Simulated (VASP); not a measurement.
A run of VASP 6.6.1 is set up as follows.

The input INCAR:

```
SYSTEM = C
  PREC = Accurate
  ENCUT = 520
  EDIFF = 1E-8
  ISMEAR = 0
  SIGMA = 0.01
  LREAL = .False.
  LASPH = .True.
  NELM = 80
  ALGO = Normal
  ISIF = 2
  LWAVE = .False.
  LCHARG = .False.
  GGA = PE
  LEPSILON = .True.
```

The input KPOINTS:

```
regular mesh
0
Gamma
  10 10 10
  0 0 0
```

File POSCAR:

```
C
1.0
    0.0000000000      1.7801243542      1.7801243542
    1.7801243542      0.0000000000      1.7801243542
    1.7801243542      1.7801243542      0.0000000000
C
2
Direct
    0.0000000000      0.0000000000      0.0000000000
    0.2500000000      0.2500000000      0.2500000000
```

Potentials or basis: VASP PAW PBE potentials, release 64 (C).

Command:

```bash
$ cat potpaw_PBE.64/C/POTCAR > POTCAR
$ mpirun -np 1 vasp_std > vasp.out
```

Q: What does it give for the electronic dielectric tensor (diagonal)?

A: 5.85.

Q: What does it give for the Born charges (mean of the diagonal)?

A: C +0.00 e.

Q: Predict the band gap on the k mesh.

A: 4.18 eV, indirect (least direct gap 5.60 eV).

Electronic dielectric tensor:
```
5.85 0.00 0.00
0.00 5.85 0.00
0.00 0.00 5.85
```

A k mesh can miss the band edges. Expect the measured gap to be larger: semilocal functionals such as PBE lack the derivative discontinuity.
